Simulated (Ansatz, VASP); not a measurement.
## One calculation of LaHf2Co2, two programs

Contents of POSCAR:

```
LaHf2Co2
1.0
    0.0000000000      4.0581530000      0.0000000000
    4.0581530000      0.0000000000      0.0000000000
    2.0290760000      2.0290760000     -5.7323960000
La Co Hf
1 2 2
Direct
    0.0000000000      0.0000000000      0.0000000000
    0.7500000000      0.2500000000      0.5000000000
    0.2500000000      0.7500000000      0.5000000000
    0.3750000000      0.3750000000      0.2500000000
    0.6250000000      0.6250000000      0.7500000000
```

INCAR.step1

```
PREC = Accurate
ENCUT = 520
ISMEAR = -5
SIGMA = 0.1
LREAL = False
LASPH = True
NELM = 100
NBANDS = 32
GGA = PE
ALGO = Normal
EDIFF = 1E-4
LWAVE = True
LCHARG = False
```

The input INCAR.step2:

```
PREC = Accurate
ENCUT = 520
EDIFF = 1E-6
ISMEAR = -5
SIGMA = 0.1
LREAL = False
LASPH = True
NELM = 100
ALGO = Normal
ISIF = 2
LWAVE = False
LCHARG = True
METAGGA = R2SCAN
LMIXTAU = True
LELF = True
LVHAR = True
NBANDS = 32
ISTART = 1
```

The input KPOINTS:

```
regular mesh
0
Gamma
  8 8 8
```

Input for Ansatz:

```yaml
crystal:
  lattice:
    - [0.0, 4.058153, 0.0]
    - [4.058153, 0.0, 0.0]
    - [2.029076, 2.029076, -5.732396]
  atoms:
    - { symbol: La, position: [0.0, 0.0, 0.0] }
    - { symbol: Co, position: [0.75, 0.25, 0.5] }
    - { symbol: Co, position: [0.25, 0.75, 0.5] }
    - { symbol: Hf, position: [0.375, 0.375, 0.25] }
    - { symbol: Hf, position: [0.625, 0.625, 0.75] }
  symmetry: { tolerance: 0.0003 }
kpoints:
  mp_grid: { grid: [8, 8, 8], shift: [0, 0, 0] }
  band_path:
    path:
      - [0.0, 0.0, 0.0]
      - [0.5, 0.5, 0.5]
      - [0.5, 0.5, 0.25]
      - [0.0, 0.5, 0.0]
      - [0.0, 0.0, 0.0]
      - [0.0, 0.0, -0.5]
      - [0.0, 0.43735384, -0.28132308]
      - [0.0, 0.56264616, 0.28132308]
      - [0.0, 0.0, 0.0]
      - [0.5, 0.5, 0.5]
      - [0.43735384, 0.56264616, 0.5]
    npoints: 14
magnetization:
  spin_polarized: false
scf:
  occupations: { method: tetrahedron }
  lower_state_search: "off"
  max_iter: 200
hamiltonian:
  pseudopotentials: { kind: paw }
  xc: r2scan
basis:
  ecutwfc: 500
  fft_grid_basis: typed
output:
  forces: true
  stress: true
  eigenvalues: true
  bader: true
  populations: true
  elf: true
  write_potential: true
  volumetric_format: npy
  dos:
    e_range: [-12, 8]
    de: 0.05
    projected: { site_lists: { Co: [Co], Hf: [Hf], La: [La] } }
  write_density: true
checkpoint:
  read: saved_state
```

Alike in both runs: task single point; functional r2SCAN; k mesh 8 × 8 × 8; occupations tetrahedron; no spin polarisation.

|  | VASP | Ansatz |
| --- | --- | --- |
| version | VASP 6.6.1 | Ansatz 0.2.0 |
| potentials or method | VASP PAW PBE potentials, release 64 (La, Co, Hf_pv), cutoff 520 eV | PAW plane waves |
| valence electrons in the cell | 49 | 97 |

```tsv
	VASP	Ansatz	Ansatz less VASP
pressure (GPa)	5.9	6.6	+0.64
traceless stress, the component that is largest in VASP (GPa)	3.79	4.00	+0.212
rms of the force components (eV/Å)	0.819	0.794	-0.0244
```

VASP's potentials were made for PBE, not for r2SCAN. Atom by atom the forces differ by 0.024 eV/Å (rms over components). VASP's potentials hold 49 valence electrons a cell and Ansatz's 97, so a difference there can come from the potentials and not from the codes. Ansatz's warnings: band table not solved further, product built on unsolved table, tetrahedron derivatives may miss energy slope.

Spin-orbit coupling is off throughout.
